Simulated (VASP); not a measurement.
# Zn in VASP: a series of runs

The runs below take Zn through single point, with PBEsol.

Program: VASP 6.6.1. These are calculated values, not measurements. Logs are shortened: lines on timing, memory, paths and dates and some standing lists are left out, and cuts for length are marked.

### 1 The cell of the first run

It takes space group I4/mmm (No. 139, tetragonal). The conventional cell has a = 3.152 Å, b = 3.152 Å, c = 3.060 Å, α = 90.00°, β = 90.00°, γ = 90.00°. Within 3.6 Å of Zn (site symmetry 4/mmm) lie 14 Zn at 2.70 to 3.15 Å.

### 2 Single point, PBEsol (normal strain along x +0.0300, normal strain along z +0.0300)

INCAR

```
SYSTEM = Zn
PREC     = Accurate       ! precision mode
ENCUT    = 520            ! plane-wave cutoff, eV
EDIFF    = 1E-6           ! SCF threshold, eV
ISMEAR   = 0              ! smearing method
SIGMA    = 0.15           ! smearing width, eV
LREAL    = .FALSE.        ! projectors in reciprocal space
LASPH    = .TRUE.         ! aspherical terms in the spheres
NELM     = 100            ! most SCF steps
ALGO     = Normal         ! electronic algorithm
ISIF     = 2              ! what is computed and relaxed
LWAVE    = .FALSE.        ! write WAVECAR
LCHARG   = .FALSE.        ! write CHGCAR
GGA      = PS             ! functional
NBANDS   = 12             ! bands
```

KPOINTS

```
regular mesh
0
G
  20 20 20
  0 0 0
```

POSCAR

```
Zn
1.0
   -1.5759767363      1.5300745013      1.5759767363
    1.5759767363     -1.5300745013      1.5759767363
    1.5759767363      1.5300745013     -1.5759767363
Zn
1
Direct
    0.0000000000      0.0000000000      0.0000000000
```

Potentials or basis: VASP PAW PBE potentials, release 64 (Zn).

The run is started by

```console
$ cat potpaw_PBE.64/Zn/POTCAR > POTCAR
$ mpirun -np 1 vasp_std > vasp.out
```

OUTCAR:

```text
SYSTEM = Zn
   PREC = Accurate
   ENCUT = 520
   EDIFF = 1E-6
   ISMEAR = 0
   LREAL = .FALSE.
   LASPH = .TRUE.
   NELM = 100
   ISIF = 2
   GGA = PS

 ion  position               nearest neighbor table
   1  0.000  0.000  0.000-

  LATTYP: Found a body centered tetragonal cell.
 ALAT       =     3.1519534726
 C/A-ratio  =     0.9708737864

  Lattice vectors:

 A1 = (  -1.5759767363,  -1.5300745013,   1.5759767363)
 A2 = (   1.5759767363,  -1.5300745013,  -1.5759767363)
 A3 = (   1.5759767363,   1.5300745013,   1.5759767363)

Analysis of symmetry for initial positions (statically):
=====================================================================
 Subroutine PRICEL returns:
 Original cell was already a primitive cell.

 Routine SETGRP: Setting up the symmetry group for a
 body centered tetragonal supercell.

 Subroutine GETGRP returns: Found 16 space group operations
 (whereof 16 operations were pure point group operations)
 out of a pool of 16 trial point group operations.

The static configuration has the point symmetry D_4h.

Analysis of symmetry for dynamics (positions and initial velocities):
=====================================================================
 Subroutine PRICEL returns:
 Original cell was already a primitive cell.

 Routine SETGRP: Setting up the symmetry group for a
 body centered tetragonal supercell.

 Subroutine GETGRP returns: Found 16 space group operations
 (whereof 16 operations were pure point group operations)
 out of a pool of 16 trial point group operations.

The dynamic configuration has the point symmetry D_4h.

 Subroutine INISYM returns: Found 16 space group operations
 (whereof 16 operations are pure point group operations),
 and found     1 'primitive' translations

----------------------------------------------------------------------------------------

                                     Primitive cell

  volume of cell :      15.2010

  direct lattice vectors                    reciprocal lattice vectors
    -1.575976736  1.530074501  1.575976736     0.000000000  0.326781473  0.317263566
     1.575976736 -1.530074501  1.575976736     0.317263566  0.000000000  0.317263566
     1.575976736  1.530074501 -1.575976736     0.317263566  0.326781473  0.000000000

  length of vectors
     2.703429919  2.703429919  2.703429919     0.455458343  0.448678439  0.455458343

  position of ions in fractional coordinates (direct lattice)
     0.000000000  0.000000000  0.000000000

  ion indices of the primitive-cell ions
   primitive index   ion index
                 1           1

----------------------------------------------------------------------------------------

 KPOINTS: regular mesh

Automatic generation of k-mesh.
 Grid dimensions read from file:
 generate k-points for:   20   20   20

 Generating k-lattice:

  Cartesian coordinates                     Fractional coordinates (reciprocal lattice)
     0.000000000  0.016339074  0.015863178     0.050000000  0.000000000  0.000000000
     0.015863178  0.000000000  0.015863178     0.000000000  0.050000000  0.000000000
     0.015863178  0.016339074  0.000000000     0.000000000  0.000000000  0.050000000

  Length of vectors
     0.022772917  0.022433922  0.022772917

  Shift w.r.t. Gamma in fractional coordinates (k-lattice)
     0.000000000  0.000000000  0.000000000

 Subroutine IBZKPT returns following result:
 ===========================================

 Found    641 irreducible k-points:

 Following reciprocal coordinates:
            Coordinates               Weight
  0.000000  0.000000  0.000000      1.000000
  0.050000  0.000000  0.000000      8.000000
  0.100000 -0.000000  0.000000      8.000000
  0.150000 -0.000000  0.000000      8.000000
  0.200000 -0.000000  0.000000      8.000000
  0.250000 -0.000000  0.000000      8.000000
[... 16 lines left out ...]
 -0.450000  0.050000 -0.000000     16.000000
 -0.400000  0.050000  0.000000     16.000000
 [... further k-points ...]
   k-points           NKPTS =    641   k-points in BZ     NKDIM =    641   number of bands    NBANDS=     12
   number of dos      NEDOS =    301   number of ions     NIONS =      1
   total plane-waves  NPLWV =   8000
   dimension x,y,z NGX =    20 NGY =   20 NGZ =   20
   dimension x,y,z NGXF=    40 NGYF=   40 NGZF=   40
   ions per type =               1
   NGX,Y,Z   is equivalent  to a cutoff of  12.30, 12.30, 12.30 a.u.
   NGXF,Y,Z  is equivalent  to a cutoff of  24.60, 24.60, 24.60 a.u.
 SYSTEM =  Zn
   PREC   = accura    normal or accurate (medium, high low for compatibility)
   ISTART =      0    job   : 0-new  1-cont  2-samecut
   ICHARG =      2    charge: 1-file 2-atom 10-const
   ISPIN  =      1    spin polarized calculation?
   LNONCOLLINEAR =      F non collinear calculations
   LSORBIT =      F    spin-orbit coupling
   LASPH  =      T    aspherical Exc in radial PAW
   ENCUT  =  520.0 eV  38.22 Ry    6.18 a.u.   5.03  5.03  5.03*2*pi/ulx,y,z
   NELM   =    100;   NELMIN=  2; NELMDL= -5     # of ELM steps
   EDIFF  = 0.1E-05   stopping-criterion for ELM
   LREAL  =      F    real-space projection
   EDIFFG = 0.1E-04   stopping-criterion for IOM
   NSW    =      0    number of steps for IOM
   IBRION =     -1    ionic relax: 0-MD 1-quasi-New 2-CG
   NFREE  =      0    steps in history (QN), initial steepest desc. (CG)
   ISIF   =      2    stress and relaxation
   ISYM   =      2    0-nonsym 1-usesym 2-fastsym
   POTIM  = 0.5000    time-step for ionic-motion
   TEBEG  =    0.0;   TEEND  =   0.0 temperature during run
   PSTRESS=    0.0 pullay stress
   NELECT =      12.0000    total number of electrons
   NUPDOWN=      -1.0000    fix difference up-down
   EMIN   =  10.00;   EMAX   =-10.00  energy-range for DOS
   EFERMI =   0.00;   METHOD = LEGACY
   ISMEAR =     0;   SIGMA  =   0.15  broadening in eV -4-tet -1-fermi 0-gaus
   EFERMI_NEDOS =   21; number of points for ismear=-14 and -15
   IALGO  =     38    algorithm
   IMIX   =      4    mixing-type and parameters
     AMIX     =   0.40;   BMIX     =  1.00
     AMIX_MAG =   1.60;   BMIX_MAG =  1.00
  volume/ion in A,a.u.               =      15.20       102.58
  Fermi-wavevector in a.u.,A,eV,Ry     =   1.513019  2.859192 31.146837  2.289228
  Thomas-Fermi vector in A             =   2.622866
   LORBIT       =      0    0 simple, 1 ext, 2 COOP (PROOUT), +10 PAW based schemes
   GGA     = PS    functional components
   LHFCALC =     F    Hartree Fock is set to
   AEXX    =    0.0000 exact exchange contribution
   IVDW    =     0    specifies the selected vdW correction
   LEPSILON=     F    determine dielectric tensor
   LRPA    =     F    only Hartree local field effects (RPA)
 non-spin polarized calculation
 Gauss-broadening in eV      SIGMA  =   0.15
  energy-cutoff  :      520.00
  volume of cell :       15.20
 maximum number of plane-waves:       422
   NGX =  9   NGY =  9   NGZ =  9

 number of electron      12.0000019 magnetization

 Free energy of the ion-electron system (eV)
  ---------------------------------------------------
  ext. energy  EPLUGINS =         0.00000000
  ---------------------------------------------------
  free energy    TOTEN  =        -1.48557099 eV

  energy without entropy =       -1.48204679  energy(sigma->0) =       -1.48380889

 E-fermi :   3.0493     XC(G=0): -11.7161

 val. band max:        3.0482604517   @ k =   0.3500   0.3000   0.0500
 cond. band min:       3.0522446717   @ k =   0.1500   0.3500   0.1000
 fundamental gap:      0.0039842200
 Fermi energy:         3.0493142541

 k-point     1 :       0.0000    0.0000    0.0000
  band No.  band energies     occupation
      1      -7.4510      2.00000
      2      -4.7723      2.00000
      3      -4.7160      2.00000
      4      -4.7160      2.00000
      5      -4.2474      2.00000
      6      -4.1962      2.00000
      7      21.9787      0.00000
      8      21.9787      0.00000
      9      22.5298      0.00000
     10      23.8448      0.00000
     11      23.8448      0.00000
     12      24.2830      0.00000

 k-point     2 :       0.0500    0.0000    0.0000
  band No.  band energies     occupation
      1      -7.3702      2.00000
      2      -4.7691      2.00000
      3      -4.7147      2.00000
      4      -4.7079      2.00000
      5      -4.2480      2.00000
      6      -4.2019      2.00000
      7      21.2084      0.00000
      8      21.3346      0.00000
      9      21.7450      0.00000
     10      23.0053      0.00000
     11      23.1490      0.00000
     12      23.9351      0.00000

 k-point     3 :       0.1000   -0.0000    0.0000
  band No.  band energies     occupation
      1      -7.1306      2.00000
      2      -4.7810      2.00000
      3      -4.7104      2.00000
      4      -4.6626      2.00000
      5      -4.2518      2.00000
      6      -4.2139      2.00000
      7      18.8072      0.00000
      8      20.1432      0.00000
      9      20.7037      0.00000
     10      22.1186      0.00000
     11      22.3337      0.00000
     12      24.0179      0.00000

 k-point     4 :       0.1500   -0.0000    0.0000
  band No.  band energies     occupation
      1      -6.7431      2.00000
      2      -4.8134      2.00000
      3      -4.6981      2.00000
      4      -4.5767      2.00000
      5      -4.2628      2.00000
      6      -4.2198      2.00000
      7      16.2316      0.00000
      8      18.9121      0.00000
      9      19.6185      0.00000
     10      21.1757      0.00000
     11      21.7177      0.00000
     12      24.4088      0.00000

 k-point     5 :       0.2000   -0.0000    0.0000
  band No.  band energies     occupation
      1      -6.2416      2.00000
      2      -4.8575      2.00000
      3      -4.6502      2.00000
      4      -4.4625      2.00000
      5      -4.2743      2.00000
      6      -4.2169      2.00000
      7      13.7247      0.00000
      8      17.7606      0.00000
      9      18.5979      0.00000
     10      20.3651      0.00000
     11      21.1674      0.00000
     12      25.0041      0.00000
[... 228 lines left out ...]
      1      -5.3840      2.00000
      2      -5.0594      2.00000
      3      -4.2422      2.00000
      4      -4.1800      2.00000
      5      -3.9070      2.00000
      6       0.1419      2.00000
      7       2.5617      2.00000
      8      13.5970      0.00000
      9      15.1010      0.00000
     10      18.8468      0.00000
     11      20.3946      0.00000
     12      30.3157      0.00000

 k-point    22 :       0.5000    0.0500    0.0000
  band No.  band energies     occupation
      1      -5.3842      2.00000
      2      -5.0596      2.00000
      3      -4.2480      2.00000
      4      -4.1733      2.00000
      5      -3.9071      2.00000
      6       0.1730      2.00000
      7       2.5257      2.00000
      8      13.6227      0.00000
      9      15.0871      0.00000
     10      18.8520      0.00000
     11      20.3656      0.00000
     12      29.3829      0.00000

 k-point    23 :      -0.4500    0.0500   -0.0000
  band No.  band energies     occupation
      1      -5.3703      2.00000
      2      -5.0446      2.00000
      3      -4.2581      2.00000
      4      -4.1737      2.00000
      5      -3.9553      2.00000
      6      -1.0666      2.00000
      7       4.0774      0.00000
      8      13.8476      0.00000
      9      15.2477      0.00000
     10      18.9758      0.00000
     11      20.4226      0.00000
     12      28.2933      0.00000

 k-point    24 :      -0.4000    0.0500    0.0000
  band No.  band energies     occupation
      1      -5.3537      2.00000
      2      -5.0157      2.00000
      3      -4.2703      2.00000
      4      -4.1833      2.00000
      5      -4.0461      2.00000
      6      -2.3009      2.00000
      7       5.9509      0.00000
      8      14.2665      0.00000
      9      15.5790      0.00000
     10      19.2211      0.00000
     11      20.5668      0.00000
     12      27.2280      0.00000

 [... further k-points ...]

------------------------ aborting loop because EDIFF is reached ----------------------------------------

  FORCE on cell =-STRESS in cart. coord.  units (eV):
  Direction    XX          YY          ZZ          XY          YZ          ZX
  --------------------------------------------------------------------------------------
  -------------------------------------------------------------------------------------
  Total       -0.3364366     -0.4507830     -0.3364366     -0.0000000     -0.0000000      0.0000000
  in kB      -35.4602368    -47.5122917    -35.4602368     -0.0000000     -0.0000000      0.0000000
  external PRESSURE =     -39.4775884 kB  Pullay stress =       0.0000000 kB

 VOLUME and BASIS-vectors are now :
 -----------------------------------------------------------------------------
  energy-cutoff  :      520.00
  volume of cell :       15.20
      direct lattice vectors                 reciprocal lattice vectors
    -1.575976736  1.530074501  1.575976736     0.000000000  0.326781473  0.317263566
     1.575976736 -1.530074501  1.575976736     0.317263566  0.000000000  0.317263566
     1.575976736  1.530074501 -1.575976736     0.317263566  0.326781473  0.000000000

 POSITION                                       TOTAL-FORCE (eV/Angst)
 -----------------------------------------------------------------------------------
      0.00000      0.00000      0.00000         0.000000     -0.000000      0.000000
 -----------------------------------------------------------------------------------
    total drift:                                0.000000      0.000000      0.000000

  FREE ENERGIE OF THE ION-ELECTRON SYSTEM (eV)
  ---------------------------------------------------
  free  energy   TOTEN  =        -1.4855709941 eV

  energy  without entropy=       -1.4820467880  energy(sigma->0) =       -1.48380889
```

Run time: 34 s. Hardware: 1 thread of Intel Xeon 6975P-C (Granite Rapids), shared host; peak memory 0.21 GiB.

Results:

```
Free energy            : -1.4856 eV
Pressure               : -3.9 GPa
Band gap on the k mesh : zero (band 6 reaches 6.92 eV, above the bottom of band 7 at 1.86 eV)
```

Stress tensor (GPa, compression positive):
```
-3.55  0.00  0.00
 0.00 -4.75  0.00
 0.00  0.00 -3.55
```

Caveat: the cell differs from its parent crystal (normal strain along x +0.0300, normal strain along z +0.0300); the PAW data sets were made with another functional, which shifts forces and pressure a little.

(Part 1 of 2 ends here.)
